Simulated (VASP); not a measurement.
# AlN (P6_3mc) in VASP: vibrations by perturbation theory with LDA

Aim: the vibrations by perturbation theory of AlN with LDA.

Program: VASP 6.6.1. These are calculated values, not measurements. Logs are shortened: lines on timing, memory, paths and dates and some standing lists are left out, and cuts for length are marked.

### 1 The cell of the first run

It takes space group P6_3mc (No. 186, hexagonal). Conventional cell: a = 3.089 Å, b = 3.089 Å, c = 4.944 Å, α = 90.00°, β = 90.00°, γ = 120.00°. Within 2.5 Å of Al (site symmetry 3m) lie 4 N at 1.88 to 1.89 Å. Within 2.5 Å of N (site symmetry 3m) lie 4 Al at 1.88 to 1.89 Å.

### 2 Vibrations by perturbation theory, LDA

File INCAR:

```
SYSTEM = AlN
PREC = Accurate
ENCUT = 520
EDIFF = 1E-8
ISMEAR = 0
SIGMA = 0.05
LREAL = .False.
LASPH = .True.
NELM = 60
ALGO = Normal
ISIF = 2
LWAVE = .False.
LCHARG = .True.
NBANDS = 16
IBRION = 8
NSW = 1
```

File KPOINTS:

```
Automatic mesh
0
Gamma
  9 9 6
  0 0 0
```

File POSCAR:

```
AlN
1.0
    3.0886152929      0.0000000000      0.0000000000
   -1.5443076465      2.6748193062      0.0000000000
    0.0000000000      0.0000000000      4.9435842906
Al N
2 2
Direct
    0.3333333333      0.6666666667      0.0015210182
    0.6666666667      0.3333333333      0.5015210182
    0.3333333333      0.6666666667      0.3834789818
    0.6666666667      0.3333333333      0.8834789818
```

Potentials or basis: VASP PAW LDA potentials, release 64 (Al, N).

On the command line:

```bash
> cat potpaw_LDA.64/Al/POTCAR potpaw_LDA.64/N/POTCAR > POTCAR
> mpirun -np 1 vasp_std > vasp.out
```

OUTCAR:

```text
SYSTEM = AlN
   PREC = Accurate
   ENCUT = 520
   EDIFF = 1E-8
   ISMEAR = 0
   LREAL = .False.
   LASPH = .True.
   NELM = 60
   ISIF = 2
   IBRION = 8
   NSW = 1

 ion  position               nearest neighbor table
   1  0.333  0.667  0.002-   4 1.88   4 1.88   4 1.88   3 1.89   2 3.05   2 3.05   2 3.05   2 3.05
                             2 3.05   2 3.05
   2  0.667  0.333  0.502-   3 1.88   3 1.88   3 1.88   4 1.89   1 3.05   1 3.05   1 3.05   1 3.05
                             1 3.05   1 3.05
   3  0.333  0.667  0.383-   2 1.88   2 1.88   2 1.88   1 1.89
   4  0.667  0.333  0.883-   1 1.88   1 1.88   1 1.88   2 1.89

  LATTYP: Found a hexagonal cell.
 ALAT       =     3.0886152929
 C/A-ratio  =     1.6005827278

  Lattice vectors:

 A1 = (   3.0886152929,   0.0000000000,   0.0000000000)
 A2 = (  -1.5443076465,   2.6748193062,   0.0000000000)
 A3 = (   0.0000000000,   0.0000000000,   4.9435842906)

Analysis of symmetry for initial positions (statically):
=====================================================================
 Subroutine PRICEL returns:
 Original cell was already a primitive cell.

 Routine SETGRP: Setting up the symmetry group for a
 hexagonal supercell.

 Subroutine GETGRP returns: Found 12 space group operations
 (whereof  6 operations were pure point group operations)
 out of a pool of 24 trial point group operations.

The static configuration has the point symmetry C_3v.
 The point group associated with its full space group is C_6v.

Analysis of symmetry for dynamics (positions and initial velocities):
=====================================================================
 Subroutine PRICEL returns:
 Original cell was already a primitive cell.

 Routine SETGRP: Setting up the symmetry group for a
 hexagonal supercell.

 Subroutine GETGRP returns: Found 12 space group operations
 (whereof  6 operations were pure point group operations)
 out of a pool of 24 trial point group operations.

The dynamic configuration has the point symmetry C_3v.
 The point group associated with its full space group is C_6v.

 Subroutine INISYM returns: Found 12 space group operations
 (whereof  6 operations are pure point group operations),
 and found     1 'primitive' translations

----------------------------------------------------------------------------------------

                                     Primitive cell

  volume of cell :      40.8414

  direct lattice vectors                    reciprocal lattice vectors
     3.088615293  0.000000000  0.000000000     0.323769685  0.186928515  0.000000000
    -1.544307647  2.674819306  0.000000000     0.000000000  0.373857029  0.000000000
     0.000000000  0.000000000  4.943584291     0.000000000  0.000000000  0.202282381

  length of vectors
     3.088615293  3.088615293  4.943584291     0.373857029  0.373857029  0.202282381

  position of ions in fractional coordinates (direct lattice)
     0.333333333  0.666666667  0.001521018
     0.666666667  0.333333333  0.501521018
     0.333333333  0.666666667  0.383478982
     0.666666667  0.333333333  0.883478982

  ion indices of the primitive-cell ions
   primitive index   ion index
                 1           1
                 2           2
[... 129 lines left out ...]
 fundamental gap:      4.4243635143
 Fermi energy:         6.3892779025

 k-point     1 :       0.0000    0.0000    0.0000
  band No.  band energies     occupation
      1      -9.0585      2.00000
      2      -6.7650      2.00000
      3      -0.0398      2.00000
      4       5.2254      2.00000
      5       5.2254      2.00000
      6       5.8867      2.00000
[... 433 lines left out ...]
      3       1.2516      2.00000
      4       1.8516      2.00000
      5       1.8516      2.00000
      6       3.3272      2.00000
[... 8 lines left out ...]
     15      19.1439      0.00000
     16      21.2737      0.00000

 [... further k-points ...]

------------------------ aborting loop because EDIFF is reached ----------------------------------------

  FORCE on cell =-STRESS in cart. coord.  units (eV):
  Direction    XX          YY          ZZ          XY          YZ          ZX
  --------------------------------------------------------------------------------------
  -------------------------------------------------------------------------------------
  Total        0.1678973      0.1678973      0.1557818     -0.0000000      0.0000000      0.0000000
  in kB        6.5864904      6.5864904      6.1112093     -0.0000000      0.0000000      0.0000000
  external PRESSURE =       6.4280634 kB  Pullay stress =       0.0000000 kB

 VOLUME and BASIS-vectors are now :
 -----------------------------------------------------------------------------
  energy-cutoff  :      520.00
  volume of cell :       40.84
      direct lattice vectors                 reciprocal lattice vectors
     3.088615293  0.000000000  0.000000000     0.323769685  0.186928515  0.000000000
    -1.544307647  2.674819306  0.000000000     0.000000000  0.373857029  0.000000000
     0.000000000  0.000000000  4.943584291     0.000000000  0.000000000  0.202282381

 POSITION                                       TOTAL-FORCE (eV/Angst)
 -----------------------------------------------------------------------------------
     -0.00000      1.78321      0.00752        -0.000000      0.000000     -0.000904
      1.54431      0.89161      2.47931        -0.000000      0.000000     -0.000904
     -0.00000      1.78321      1.89576        -0.000000      0.000000      0.000904
      1.54431      0.89161      4.36755         0.000000     -0.000000      0.000904
 -----------------------------------------------------------------------------------
    total drift:                               -0.000000      0.000000     -0.000454

  FREE ENERGIE OF THE ION-ELECTRON SYSTEM (eV)
  ---------------------------------------------------
  free  energy   TOTEN  =       -32.8410387678 eV

  energy  without entropy=      -32.8410387678  energy(sigma->0) =      -32.84103877

[... ionic steps 2 to 9 ...]

--------------------------------------- Ionic step       10  -------------------------------------------

------------------------ aborting loop because EDIFF is reached ----------------------------------------

[... ionic steps 11 to 11 ...]

--------------------------------------- Ionic step       12  -------------------------------------------

 Free energy of the ion-electron system (eV)
  ---------------------------------------------------
  ---------------------------------------------------
  free energy    TOTEN  =        -0.25069916 eV

  energy without entropy =       -0.25069916

------------------------ aborting loop because EDIFF is reached ----------------------------------------

 INTERNAL STRAIN TENSOR  FOR ION    3  DIRECTION 3   (eV/Angst):
 -----------------------------------------------------------------------------
     5.98554 -0.00000  0.00000
    -0.00000  5.98554 -0.00000
     0.00000  0.00000-13.23744

 INTERNAL STRAIN TENSOR FOR ION    4 for displacements in x,y,z  (eV/Angst):
          X           Y           Z          XY          YZ          ZX
  --------------------------------------------------------------------------------
  x    -0.00000     0.00000     0.00000    11.25118    -0.00000     5.71057
  y    11.25118   -11.25118     0.00000     0.00000     5.73658    -0.00000
  z     5.98554     5.98554   -13.23744    -0.00000    -0.00000    -0.00000

 SECOND DERIVATIVES (NOT SYMMETRIZED)
 ------------------------------------
               1X          1Y          1Z          2X          2Y          2Z          3X          3Y          3Z          4X          4Y          4Z
  1X   -16.565426    0.000000   -0.000000    0.676847   -0.000000   -0.000000    1.482150   -0.000000    0.000000   14.406430   -0.000000   -0.000000
  1Y     0.000000  -16.565426    0.000000   -0.000000    0.676847    0.000000   -0.000000    1.482150    0.000000   -0.000000   14.406430    0.000000
  1Z    -0.000000    0.000000  -21.948905   -0.000000    0.000000    8.641770   -0.000000   -0.000000    6.806030    0.000000    0.000000    6.501105
  2X     0.676847   -0.000000    0.000000  -16.565426    0.000000    0.000000   14.406430   -0.000000    0.000000    1.482150   -0.000000   -0.000000
  2Y    -0.000000    0.676847   -0.000000    0.000000  -16.565426    0.000000   -0.000000   14.406430   -0.000000   -0.000000    1.482150   -0.000000
  2Z     0.000000    0.000000    8.641770    0.000000   -0.000000  -21.948905   -0.000000    0.000000    6.501105    0.000000    0.000000    6.806030
  3X     1.482329   -0.000000    0.000000   14.405779   -0.000000   -0.000000  -16.636914    0.000000   -0.000000    0.748806   -0.000000   -0.000000
  3Y    -0.000000    1.482329    0.000000   -0.000000   14.405779   -0.000000    0.000000  -16.636914    0.000000   -0.000000    0.748806    0.000000
  3Z     0.000000    0.000000    6.774584   -0.000000    0.000000    6.530516   -0.000000   -0.000000  -20.540650    0.000000    0.000000    7.235550
  4X    14.405779   -0.000000    0.000000    1.482329   -0.000000   -0.000000    0.748806   -0.000000    0.000000  -16.636914    0.000000    0.000000
  4Y    -0.000000   14.405779    0.000000   -0.000000    1.482329   -0.000000   -0.000000    0.748806    0.000000    0.000000  -16.636914    0.000000
  4Z     0.000000   -0.000000    6.530516    0.000000    0.000000    6.774584   -0.000000   -0.000000    7.235550    0.000000    0.000000  -20.540650

 Eigenvectors and eigenvalues of the dynamical matrix
 ----------------------------------------------------

   1 f  =   22.020810 THz   138.360827 2PiTHz  734.535142 cm-1    91.070710 meV
             X         Y         Z           dx          dy          dz
     -0.000000  1.783213  0.007519    -0.000000   -0.000000    0.011743
      1.544308  0.891606  2.479311    -0.000000   -0.000000   -0.011743
     -0.000000  1.783213  1.895761     0.000000    0.000000   -0.707009
      1.544308  0.891606  4.367553     0.000000    0.000000    0.707009
[... 71 lines left out ...]
  12 f/i=    0.000681 THz     0.004280 2PiTHz    0.022722 cm-1     0.002817 meV
             X         Y         Z           dx          dy          dz
     -0.000000  1.783213  0.007519    -0.000000   -0.000000    0.573728
      1.544308  0.891606  2.479311    -0.000000   -0.000000    0.573728
     -0.000000  1.783213  1.895761    -0.000000   -0.000000    0.413323
      1.544308  0.891606  4.367553    -0.000000   -0.000000    0.413323

--------------------------------------------------------------------------------------------------------

 ELASTIC MODULI CONTR FROM IONIC RELAXATION (kBar)
 Direction    XX          YY          ZZ          XY          YZ          ZX
 --------------------------------------------------------------------------------
 XX        -790.3441    366.9584    468.1903      0.0000     -0.0000     -0.0000
 YY         366.9584   -790.3441    468.1903      0.0000      0.0000      0.0000
 ZZ         468.1903    468.1903  -1035.4727     -0.0000     -0.0000      0.0000
 XY           0.0000      0.0000     -0.0000   -578.6513      0.0000     -0.0000
 YZ          -0.0000      0.0000     -0.0000     -0.0000   -148.2652      0.0000
 ZX          -0.0000      0.0000      0.0000     -0.0000      0.0000   -157.7011
 --------------------------------------------------------------------------------
```

Run time: 6.3 min. Hardware: 1 thread of AMD EPYC 7R43 (Zen 3), shared host; peak memory 0.36 GiB.

What came out:

- Highest phonon frequency at Γ, LO-TO splitting left out: 735 cm⁻¹

Phonon frequencies in cm⁻¹ (negative: imaginary):
```csv
q point,frequencies
"(0.000, 0.000, 0.000)",0 0 0 239 239 555 627 674 674 685 685 735
```
